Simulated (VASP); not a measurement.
# KCl (Fm-3m) in VASP: a series of runs

Aim: see how the results for KCl move with the level of theory and the settings. Levels: HSE06, PBE-based global hybrid with 5 % exact exchange, PBE-based screened hybrid with 5 % exact exchange. Tasks: single point.

Program: VASP 6.6.1. These are calculated values, not measurements. Logs are shortened: lines on timing, memory, paths and dates and some standing lists are left out, and cuts for length are marked.

## Step 1: The cell of the first run

The structure is cubic, space group Fm-3m (No. 225). Conventional cell: a = 6.290 Å, b = 6.290 Å, c = 6.290 Å, α = 90.00°, β = 90.00°, γ = 90.00°. Within 4.1 Å of K (site symmetry m-3m) lie 6 Cl at 3.14 Å. Within 4.1 Å of Cl (site symmetry m-3m) lie 6 K at 3.14 Å.

## Step 2: Single point, HSE06

Input file POSCAR:

```
KCl
1.0
    0.0000000000      3.1448471320      3.1448471320
    3.1448471320      0.0000000000      3.1448471320
    3.1448471320      3.1448471320      0.0000000000
K Cl
1 1
Direct
    0.0000000000      0.0000000000      0.0000000000
    0.5000000000      0.5000000000      0.5000000000
```

Input file INCAR.step1:

```
ALGO = Normal ; EDIFF = 1E-5
ENCUT = 520 ; GGA = PE
ISIF = 2 ; ISMEAR = 0
LASPH = True ; LCHARG = False
LREAL = False ; LWAVE = True
NBANDS = 15 ; NELM = 60
PREC = Accurate ; SIGMA = 0.01
```

Input file INCAR.step2:

```
ALGO = Normal ; EDIFF = 1E-6
ENCUT = 520 ; GGA = PE
HFSCREEN = 0.2079 ; ISIF = 2
ISMEAR = 0 ; ISTART = 1
LASPH = True ; LCHARG = False
LHFCALC = True ; LREAL = False
LWAVE = False ; NBANDS = 15
NELM = 60 ; PREC = Accurate
PRECFOCK = Normal ; SIGMA = 0.01
```

Input file KPOINTS:

```
k-points
0
Gamma
  4 4 4
```

Potentials or basis: VASP PAW PBE potentials, release 64 (K_sv, Cl).

Run with:

```sh
cat potpaw_PBE.64/K_sv/POTCAR potpaw_PBE.64/Cl/POTCAR > POTCAR
cp INCAR.step1 INCAR
mpirun -np 1 vasp_std > vasp.out
cp INCAR.step2 INCAR
mpirun -np 1 vasp_std > vasp.out
```

OUTCAR:

```text
EDIFF = 1E-6
   ENCUT = 520
   GGA = PE
   HFSCREEN = 0.2079
   ISIF = 2
   ISMEAR = 0
   ISTART = 1
   LASPH = True
   LHFCALC = True
   LREAL = False
   NELM = 60
   PREC = Accurate
   PRECFOCK = Normal

 ion  position               nearest neighbor table
   1  0.000  0.000  0.000-   2 3.14   2 3.14   2 3.14   2 3.14   2 3.14   2 3.14
   2  0.500  0.500  0.500-   1 3.14   1 3.14   1 3.14   1 3.14   1 3.14   1 3.14

  LATTYP: Found a face centered cubic cell.
 ALAT       =     6.2896942640

  Lattice vectors:

 A1 = (   0.0000000000,   3.1448471320,   3.1448471320)
 A2 = (   3.1448471320,   0.0000000000,   3.1448471320)
 A3 = (   3.1448471320,   3.1448471320,   0.0000000000)

Analysis of symmetry for initial positions (statically):
=====================================================================
 Subroutine PRICEL returns:
 Original cell was already a primitive cell.

 Routine SETGRP: Setting up the symmetry group for a
 face centered cubic supercell.

 Subroutine GETGRP returns: Found 48 space group operations
 (whereof 48 operations were pure point group operations)
 out of a pool of 48 trial point group operations.

The static configuration has the point symmetry O_h .

Analysis of symmetry for dynamics (positions and initial velocities):
=====================================================================
 Subroutine PRICEL returns:
 Original cell was already a primitive cell.

 Routine SETGRP: Setting up the symmetry group for a
 face centered cubic supercell.

 Subroutine GETGRP returns: Found 48 space group operations
 (whereof 48 operations were pure point group operations)
 out of a pool of 48 trial point group operations.

The dynamic configuration has the point symmetry O_h .

 Subroutine INISYM returns: Found 48 space group operations
 (whereof 48 operations are pure point group operations),
 and found     1 'primitive' translations

----------------------------------------------------------------------------------------

                                     Primitive cell

  volume of cell :      62.2055

  direct lattice vectors                    reciprocal lattice vectors
     0.000000000  3.144847132  3.144847132    -0.158990240  0.158990240  0.158990240
     3.144847132  0.000000000  3.144847132     0.158990240 -0.158990240  0.158990240
     3.144847132  3.144847132  0.000000000     0.158990240  0.158990240 -0.158990240

  length of vectors
     4.447485466  4.447485466  4.447485466     0.275379173  0.275379173  0.275379173

  position of ions in fractional coordinates (direct lattice)
     0.000000000  0.000000000  0.000000000
     0.500000000  0.500000000  0.500000000

  ion indices of the primitive-cell ions
   primitive index   ion index
                 1           1
                 2           2

----------------------------------------------------------------------------------------

 KPOINTS: k-points

Automatic generation of k-mesh.
 Grid dimensions read from file:
 generate k-points for:    4    4    4

 Generating k-lattice:

  Cartesian coordinates                     Fractional coordinates (reciprocal lattice)
    -0.039747560  0.039747560  0.039747560     0.250000000  0.000000000  0.000000000
     0.039747560 -0.039747560  0.039747560     0.000000000  0.250000000  0.000000000
     0.039747560  0.039747560 -0.039747560     0.000000000  0.000000000  0.250000000

  Length of vectors
     0.068844793  0.068844793  0.068844793

  Shift w.r.t. Gamma in fractional coordinates (k-lattice)
     0.000000000  0.000000000  0.000000000

 Subroutine IBZKPT returns following result:
 ===========================================

 Found      8 irreducible k-points:

 Following reciprocal coordinates:
            Coordinates               Weight
  0.000000  0.000000  0.000000      1.000000
  0.250000  0.000000  0.000000      8.000000
  0.500000  0.000000  0.000000      4.000000
  0.250000  0.250000  0.000000      6.000000
  0.500000  0.250000  0.000000     24.000000
 -0.250000  0.250000  0.000000     12.000000
  0.500000  0.500000  0.000000      3.000000
 -0.250000  0.500000  0.250000      6.000000
   k-points           NKPTS =      8   k-points in BZ     NKDIM =     64   number of bands    NBANDS=     15
   number of dos      NEDOS =    301   number of ions     NIONS =      2
   total plane-waves  NPLWV =  46656
   dimension x,y,z NGX =    36 NGY =   36 NGZ =   36
   dimension x,y,z NGXF=    72 NGYF=   72 NGZF=   72
   ions per type =               1   1
   NGX,Y,Z   is equivalent  to a cutoff of  13.46, 13.46, 13.46 a.u.
   NGXF,Y,Z  is equivalent  to a cutoff of  26.91, 26.91, 26.91 a.u.
 SYSTEM =  unknown system
   PREC   = accura    normal or accurate (medium, high low for compatibility)
   ISTART =      1    job   : 0-new  1-cont  2-samecut
   ICHARG =      0    charge: 1-file 2-atom 10-const
   ISPIN  =      1    spin polarized calculation?
   LNONCOLLINEAR =      F non collinear calculations
   LSORBIT =      F    spin-orbit coupling
   LASPH  =      T    aspherical Exc in radial PAW
   ENCUT  =  520.0 eV  38.22 Ry    6.18 a.u.   8.27  8.27  8.27*2*pi/ulx,y,z
   NELM   =     60;   NELMIN=  2; NELMDL=  0     # of ELM steps
   EDIFF  = 0.1E-05   stopping-criterion for ELM
   LREAL  =      F    real-space projection
   EDIFFG = 0.1E-04   stopping-criterion for IOM
   NSW    =      0    number of steps for IOM
   IBRION =     -1    ionic relax: 0-MD 1-quasi-New 2-CG
   NFREE  =      0    steps in history (QN), initial steepest desc. (CG)
   ISIF   =      2    stress and relaxation
   ISYM   =      3    0-nonsym 1-usesym 2-fastsym
   POTIM  = 0.5000    time-step for ionic-motion
   TEBEG  =    0.0;   TEEND  =   0.0 temperature during run
   PSTRESS=    0.0 pullay stress
   NELECT =      16.0000    total number of electrons
   NUPDOWN=      -1.0000    fix difference up-down
   EMIN   =  10.00;   EMAX   =-10.00  energy-range for DOS
   EFERMI =   0.00;   METHOD = LEGACY
   ISMEAR =     0;   SIGMA  =   0.01  broadening in eV -4-tet -1-fermi 0-gaus
   EFERMI_NEDOS =   21; number of points for ismear=-14 and -15
   IALGO  =     38    algorithm
   IMIX   =      1    mixing-type and parameters
     AMIX     =   0.40;   BMIX     =  1.00
     AMIX_MAG =   1.60;   BMIX_MAG =  1.00
  volume/ion in A,a.u.               =      31.10       209.89
  Fermi-wavevector in a.u.,A,eV,Ry     =   1.041131  1.967452 14.748080  1.083953
  Thomas-Fermi vector in A             =   2.175738
   LORBIT       =      0    0 simple, 1 ext, 2 COOP (PROOUT), +10 PAW based schemes
   GGA     = PE    functional components
   LHFCALC =     T    Hartree Fock is set to
   PRECFOCK=normal    Normal, Fast or Accurate (Low or Medium for compatibility)
   ENCUT4O =  -1.0   cutoff for four orbital integrals eV
   NKREDX  =     1    reduce k-point grid by
   NKREDY  =     1    reduce k-point grid by
   NKREDZ  =     1    reduce k-point grid by
   AEXX    =    0.2500 exact exchange contribution
   HFSCREEN=    0.2079 screening length (either q_TF or 0.3 A-1)
   HFSCREENC=   0.2079 screening length for correlation (either q_TF or 0.3 A-1)
   ENCUTFOCK=  -1.0 apply spherical cutoff to Coloumb kernel
   IVDW    =     0    specifies the selected vdW correction
   LEPSILON=     F    determine dielectric tensor
   LRPA    =     F    only Hartree local field effects (RPA)
 non-spin polarized calculation
 Gauss-broadening in eV      SIGMA  =   0.01
  energy-cutoff  :      520.00
  volume of cell :       62.21
 maximum number of plane-waves:      1700
 NGX is ok and might be reduce to    36
  NGX = 28; NGY = 28; NGZ = 28

 number of electron      16.0000001 magnetization

 Free energy of the ion-electron system (eV)
  ---------------------------------------------------
  ext. energy  EPLUGINS =         0.00000000
  ---------------------------------------------------
  free energy    TOTEN  =        -7.86502548 eV

  energy without entropy =       -7.86502548  energy(sigma->0) =       -7.86502548

 E-fermi :  -2.7767     XC(G=0):  -6.3142

 val. band max:       -2.8250390329   @ k =   0.0000   0.0000   0.0000
 cond. band min:       3.6766009383   @ k =   0.0000   0.0000   0.0000
 fundamental gap:      6.5016399712
 Fermi energy:        -2.7766864078

 k-point     1 :       0.0000    0.0000    0.0000
  band No.  band energies     occupation
      1     -32.0823      2.00000
      2     -16.0899      2.00000
      3     -14.1908      2.00000
      4     -14.1908      2.00000
      5     -14.1908      2.00000
      6      -2.8250      2.00000
      7      -2.8250      2.00000
      8      -2.8250      2.00000
      9       3.6766      0.00000
     10       7.0908      0.00000
     11       7.0908      0.00000
     12       7.0908      0.00000
     13       8.0991      0.00000
     14       8.0991      0.00000
     15      11.4289      0.00000

 k-point     2 :       0.2500    0.0000    0.0000
  band No.  band energies     occupation
      1     -32.0767      2.00000
      2     -16.1716      2.00000
      3     -14.1942      2.00000
      4     -14.1942      2.00000
      5     -14.0741      2.00000
      6      -3.4283      2.00000
      7      -2.9984      2.00000
      8      -2.9984      2.00000
      9       4.9594      0.00000
     10       6.8013      0.00000
     11       7.8932      0.00000
     12       7.8932      0.00000
     13       8.9384      0.00000
     14       8.9384      0.00000
     15      12.6022      0.00000
[... 77 lines left out ...]
      3     -14.3380      2.00000
      4     -14.2487      2.00000
      5     -14.2487      2.00000
      6      -3.5261      2.00000
      7      -3.0662      2.00000
      8      -3.0662      2.00000
      9       5.0687      0.00000
     10       7.0023      0.00000
     11       8.6763      0.00000
     12       9.2008      0.00000
     13       9.6006      0.00000
     14      10.8151      0.00000
     15      10.8151      0.00000

 k-point     8 :      -0.2500    0.5000    0.2500
  band No.  band energies     occupation
      1     -32.0678      2.00000
      2     -16.0640      2.00000
      3     -14.2930      2.00000
      4     -14.2930      2.00000
      5     -14.1079      2.00000
      6      -3.3343      2.00000
      7      -3.3269      2.00000
      8      -3.3269      2.00000
      9       6.6389      0.00000
     10       6.6389      0.00000
     11       8.1666      0.00000
     12       8.7516      0.00000
     13      10.8472      0.00000
     14      10.8506      0.00000
     15      10.8806      0.00000

------------------------ aborting loop because EDIFF is reached ----------------------------------------

  FORCE on cell =-STRESS in cart. coord.  units (eV):
  Direction    XX          YY          ZZ          XY          YZ          ZX
  --------------------------------------------------------------------------------------
  -------------------------------------------------------------------------------------
  Total        0.2001395      0.2001395      0.2001395      0.0000000      0.0000000     -0.0000000
  in kB        5.1548360      5.1548360      5.1548360      0.0000000      0.0000000     -0.0000000
  external PRESSURE =       5.1548360 kB  Pullay stress =       0.0000000 kB

 VOLUME and BASIS-vectors are now :
 -----------------------------------------------------------------------------
  energy-cutoff  :      520.00
  volume of cell :       62.21
      direct lattice vectors                 reciprocal lattice vectors
     0.000000000  3.144847132  3.144847132    -0.158990240  0.158990240  0.158990240
     3.144847132  0.000000000  3.144847132     0.158990240 -0.158990240  0.158990240
     3.144847132  3.144847132  0.000000000     0.158990240  0.158990240 -0.158990240

 POSITION                                       TOTAL-FORCE (eV/Angst)
 -----------------------------------------------------------------------------------
      0.00000      0.00000      0.00000         0.000000     -0.000000      0.000000
      3.14485      3.14485      3.14485        -0.000000      0.000000     -0.000000
 -----------------------------------------------------------------------------------
    total drift:                               -0.000000     -0.000000     -0.000000

  FREE ENERGIE OF THE ION-ELECTRON SYSTEM (eV)
  ---------------------------------------------------
  free  energy   TOTEN  =        -7.8650254782 eV

  energy  without entropy=       -7.8650254782  energy(sigma->0) =       -7.86502548
```

It took 4.5 min on 1 thread of Intel Xeon Platinum 8488C (Sapphire Rapids), shared host; peak memory 0.31 GiB.

What came out:

```
Free energy            : -7.8650 eV
Pressure               : 0.5 GPa
Band gap on the k mesh : 6.50 eV
```

Caveat: the k points lie up to 0.43 Å⁻¹ apart; the PAW data sets were made with another functional, which shifts forces and pressure a little.

(Part 1 of 2 ends here.)
